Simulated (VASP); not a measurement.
# MnO (P6_3/mmc) in VASP: single point with PBE

Aim: the single point of MnO with PBE.

Everything below comes from runs of VASP 6.6.1. Logs are shortened: lines on timing, memory, paths and dates and some standing lists are left out, and cuts for length are marked.

## Step 1: The cell of the first run

The structure is hexagonal, space group P6_3/mmc (No. 194). Conventional cell: a = 3.187 Å, b = 3.187 Å, c = 5.437 Å, α = 90.00°, β = 90.00°, γ = 120.00°. Within 3.0 Å of Mn (site symmetry -3m) lie 6 O at 2.29 Å and 2 Mn at 2.72 Å. Within 3.0 Å of O (site symmetry -6m2) lie 6 Mn at 2.29 Å.

## Step 2: Single point, PBE, collinear spin, antiferromagnetic start (11.96 Å³/atom)

INCAR

```
SYSTEM = MnO
ALGO = Normal
EDIFF = 1E-6
ENCUT = 520
GGA = PE
ISIF = 2
ISMEAR = 0
ISPIN = 2
LASPH = .TRUE.
LCHARG = .FALSE.
LMAXMIX = 4
LORBIT = 11
LREAL = .FALSE.
LWAVE = .FALSE.
MAGMOM = 4.45 -4.45 0 0
NBANDS = 31
NELM = 150
PREC = Accurate
SIGMA = 0.05
```

KPOINTS

```
k-points
0
G
  12 12 8
  0 0 0
```

POSCAR

```
MnO
1.0
    3.1871571659      0.0000000000      0.0000000000
   -1.5935785830      2.7601590715      0.0000000000
    0.0000000000      0.0000000000      5.4369091259
Mn O
2 2
Direct
    0.0000000000      0.0000000000      0.0000000000
    0.0000000000      0.0000000000      0.5000000000
    0.3333333333      0.6666666667      0.2500001313
    0.6666666667      0.3333333333      0.7499998687
```

Potentials or basis: VASP PAW PBE potentials, release 64 (Mn_pv, O).

Run with:

```bash
$ cat potpaw_PBE.64/Mn_pv/POTCAR potpaw_PBE.64/O/POTCAR > POTCAR
$ mpirun -np 1 vasp_std > vasp.out
```

OUTCAR:

```text
SYSTEM = MnO
   EDIFF = 1E-6
   ENCUT = 520
   GGA = PE
   ISIF = 2
   ISMEAR = 0
   ISPIN = 2
   LASPH = .TRUE.
   LORBIT = 11
   LREAL = .FALSE.
   NELM = 150
   PREC = Accurate

 ion  position               nearest neighbor table
   1  0.000  0.000  0.000-   3 2.29   4 2.29   4 2.29   3 2.29   4 2.29   3 2.29   2 2.72   2 2.72

   2  0.000  0.000  0.500-   3 2.29   4 2.29   4 2.29   3 2.29   4 2.29   3 2.29   1 2.72   1 2.72

   3  0.333  0.667  0.250-   2 2.29   2 2.29   2 2.29   1 2.29   1 2.29   1 2.29
   4  0.667  0.333  0.750-   2 2.29   2 2.29   2 2.29   1 2.29   1 2.29   1 2.29

  LATTYP: Found a hexagonal cell.
 ALAT       =     3.1871571659
 C/A-ratio  =     1.7058804580

  Lattice vectors:

 A1 = (   3.1871571659,   0.0000000000,   0.0000000000)
 A2 = (  -1.5935785830,   2.7601590715,   0.0000000000)
 A3 = (   0.0000000000,   0.0000000000,   5.4369091259)

Analysis of symmetry for initial positions (statically):
=====================================================================
 Subroutine PRICEL returns:
 Original cell was already a primitive cell.

 Routine SETGRP: Setting up the symmetry group for a
 hexagonal supercell.

 Subroutine GETGRP returns: Found 24 space group operations
 (whereof 12 operations were pure point group operations)
 out of a pool of 24 trial point group operations.

The static configuration has the point symmetry D_3d.
 The point group associated with its full space group is D_6h.

Analysis of symmetry for dynamics (positions and initial velocities):
=====================================================================
 Subroutine PRICEL returns:
 Original cell was already a primitive cell.

 Routine SETGRP: Setting up the symmetry group for a
 hexagonal supercell.

 Subroutine GETGRP returns: Found 24 space group operations
 (whereof 12 operations were pure point group operations)
 out of a pool of 24 trial point group operations.

The dynamic configuration has the point symmetry D_3d.
 The point group associated with its full space group is D_6h.

Analysis of structural, dynamic, and magnetic symmetry:
=====================================================================
 Subroutine PRICEL returns:
 Original cell was already a primitive cell.

 Routine SETGRP: Setting up the symmetry group for a
 hexagonal supercell.

 Subroutine GETGRP returns: Found 24 space group operations
 (whereof 12 operations were pure point group operations)
 out of a pool of 24 trial point group operations.

The overall configuration has the point symmetry D_3d.
[... 128 lines left out ...]
   LORBIT       =     11    0 simple, 1 ext, 2 COOP (PROOUT), +10 PAW based schemes
   GGA     = PE    functional components
   LHFCALC =     F    Hartree Fock is set to
   AEXX    =    0.0000 exact exchange contribution
   IVDW    =     0    specifies the selected vdW correction
   LEPSILON=     F    determine dielectric tensor
   LRPA    =     F    only Hartree local field effects (RPA)
 spin polarized calculation
 Gauss-broadening in eV      SIGMA  =   0.05
  energy-cutoff  :      520.00
  volume of cell :       47.83
 maximum number of plane-waves:      1304
 NGX is ok and might be reduce to    24
   NGX = 11   NGY = 11   NGZ = 21

 number of electron      38.0000000 magnetization      -0.0000000

 number of electron      37.9999973 magnetization       0.0000000

 Free energy of the ion-electron system (eV)
  ---------------------------------------------------
  ext. energy  EPLUGINS =         0.00000000
  ---------------------------------------------------
  free energy    TOTEN  =       -32.72895901 eV

  energy without entropy =      -32.72895901  energy(sigma->0) =      -32.72895901

 E-fermi :   5.7892     XC(G=0): -11.3661

 val. band max:        5.5545370511   @ k =   0.0000   0.0000   0.5000
 cond. band min:       6.3069873678   @ k =   0.0000   0.0000   0.0000
 fundamental gap:      0.7524503167
 Fermi energy:         5.7891552038

 spin component 1

 k-point     1 :       0.0000    0.0000    0.0000
  band No.  band energies     occupation
      1     -44.0428      1.00000
      2     -43.9784      1.00000
      3     -43.9784      1.00000
      4     -39.4313      1.00000
      5     -39.3025      1.00000
      6     -39.3025      1.00000
[... 805 lines left out ...]
     30      18.1659      0.00000
     31      19.1722      0.00000

 [... further k-points ...]

 spin component 2

 k-point     1 :       0.0000    0.0000    0.0000
  band No.  band energies     occupation
      1     -44.0428      1.00000
      2     -43.9785      1.00000
      3     -43.9785      1.00000
      4     -39.4313      1.00000
      5     -39.3025      1.00000
      6     -39.3025      1.00000
[... 805 lines left out ...]
     30      17.9100      0.00000
     31      19.1778      0.00000

 [... further k-points ...]
[... 5 lines left out ...]
  --------------------------------------------------------------------------------------
  -------------------------------------------------------------------------------------
  Total       -3.2941032     -3.2941032     -3.2469469      0.0000000     -0.0000000      0.0000000
  in kB     -110.3463863   -110.3463863   -108.7667366      0.0000000     -0.0000000      0.0000000
  external PRESSURE =    -109.8198364 kB  Pullay stress =       0.0000000 kB

 VOLUME and BASIS-vectors are now :
 -----------------------------------------------------------------------------
  energy-cutoff  :      520.00
  volume of cell :       47.83
      direct lattice vectors                 reciprocal lattice vectors
     3.187157166  0.000000000  0.000000000     0.313759237  0.181148980  0.000000000
    -1.593578583  2.760159071  0.000000000     0.000000000  0.362297960  0.000000000
     0.000000000  0.000000000  5.436909126     0.000000000  0.000000000  0.183928033

 POSITION                                       TOTAL-FORCE (eV/Angst)
 -----------------------------------------------------------------------------------
      0.00000      0.00000      0.00000         0.000000      0.000000      0.000000
      0.00000      0.00000      2.71845         0.000000      0.000000      0.000000
     -0.00000      1.84011      1.35923        -0.000000     -0.000000     -0.000000
      1.59358      0.92005      4.07768         0.000000      0.000000      0.000000
 -----------------------------------------------------------------------------------
    total drift:                               -0.000000      0.000000     -0.000000

  FREE ENERGIE OF THE ION-ELECTRON SYSTEM (eV)
  ---------------------------------------------------
  free  energy   TOTEN  =       -32.7289590082 eV

  energy  without entropy=      -32.7289590082  energy(sigma->0) =      -32.72895901

 total charge

# of ion       s       p       d       tot
------------------------------------------
    1        0.196   6.158   4.959  11.312
    2        0.196   6.158   4.959  11.312
    3        1.561   3.368   0.000   4.930
    4        1.561   3.368   0.000   4.930
--------------------------------------------------
tot          3.514  19.052   9.918  32.484

 magnetization (x)

# of ion       s       p       d       tot
------------------------------------------
    1        0.018   0.013   4.276   4.307
    2       -0.018  -0.013  -4.276  -4.307
    3        0.000   0.000   0.000   0.000
    4        0.000   0.000   0.000   0.000
--------------------------------------------------
tot          0.000   0.000   0.000   0.000
```

OSZICAR:

```text
N       E                     dE             d eps       ncg     rms          rms(c)
DAV:   1     0.441612843157E+03    0.44161E+03   -0.21121E+04 11956   0.148E+03
DAV:   2    -0.240889622876E+01   -0.44402E+03   -0.41700E+03 12298   0.439E+02
DAV:   3    -0.370659853894E+02   -0.34657E+02   -0.34038E+02 13250   0.132E+02
DAV:   4    -0.375973077443E+02   -0.53132E+00   -0.53084E+00 12494   0.173E+01
DAV:   5    -0.376033820860E+02   -0.60743E-02   -0.60742E-02 13187   0.190E+00    0.179E+01
DAV:   6    -0.333588667491E+02    0.42445E+01   -0.21175E+01 14249   0.431E+01    0.170E+01
DAV:   7    -0.327363038651E+02    0.62256E+00   -0.39305E+00 12634   0.229E+01    0.982E+00
DAV:   8    -0.327526109196E+02   -0.16307E-01   -0.63462E-01 12984   0.437E+00    0.619E+00
DAV:   9    -0.327276771802E+02    0.24934E-01   -0.67041E-02 13642   0.337E+00    0.164E+00
DAV:  10    -0.327262947968E+02    0.13824E-02   -0.41189E-02 12286   0.280E+00    0.498E-01
DAV:  11    -0.327287933589E+02   -0.24986E-02   -0.40719E-03 12522   0.732E-01    0.886E-02
DAV:  12    -0.327289058982E+02   -0.11254E-03   -0.31409E-04 12704   0.137E-01    0.505E-02
DAV:  13    -0.327289552641E+02   -0.49366E-04   -0.30666E-05 13002   0.716E-02    0.477E-02
DAV:  14    -0.327289569150E+02   -0.16509E-05   -0.13764E-05 12383   0.449E-02    0.139E-02
DAV:  15    -0.327289589937E+02   -0.20787E-05   -0.92381E-06 12536   0.188E-02    0.515E-03
DAV:  16    -0.327289590082E+02   -0.14460E-07   -0.49473E-07  6121   0.523E-03
   1 F= -.32728959E+02 E0= -.32728959E+02  d E =-.133936E-13  mag=     0.0000
```

stdout:

```text
POSCAR found type information on POSCAR MnO
 POSCAR found :  2 types and       4 ions
 scaLAPACK will be used
 LDA part: xc-table for (Slater+PW92), standard interpolation
 POSCAR, INCAR and KPOINTS ok, starting setup
 FFT: planning ... GRIDC
 FFT: planning ... GRID_SOFT
 FFT: planning ... GRID
 WAVECAR not read
 entering main loop
```

Run time: 85 s. Hardware: 1 thread of Intel Xeon 6975P-C (Granite Rapids), shared host; peak memory 0.31 GiB.

What came out:

| Property | Result |
| --- | --- |
| Free energy | -32.7290 eV |
| Pressure | -11.0 GPa |
| Band gap on the k mesh | 0.75 eV (least direct gap 1.29 eV) |
| Net moment | 0.00 μB per cell |
| Site moments | Mn +4.31, -4.31; O +0.00 μB |
| Valence electrons inside the program's atomic spheres | Mn 11.31; O 4.93 |

Caveat: the cell stands under tension. A k mesh can miss the band edges.
